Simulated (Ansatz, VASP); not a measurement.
**Ca in VASP and in Ansatz**

```
Ca
1.0
     3.66069    0.00000    0.00000
     0.00000    3.66069    0.00000
     0.00000    0.00000    3.66069
Ca
1
Direct
  0.00000 0.00000 0.00000
```

Alike in both runs: task single point; functional PBE; k mesh 15 × 15 × 15; occupations fermi-dirac, width 0.1 eV; no spin polarisation.

|  | VASP | Ansatz |
| --- | --- | --- |
| version | VASP 6.6.1 | Ansatz 0.2.0 |
| potentials or method | VASP PAW PBE potentials, release 64 (Ca_sv), cutoff 520 eV | plane waves (420 eV) with PAW, scalar-relativistic |
| valence electrons in the cell | 10 | 10 |

|  | VASP | Ansatz | Ansatz less VASP |
| --- | --- | --- | --- |
| pressure (GPa) | -1.0 | -1.0 | +0.01 |

The functional is the same, so the differences come from potentials, cutoffs and numerics.
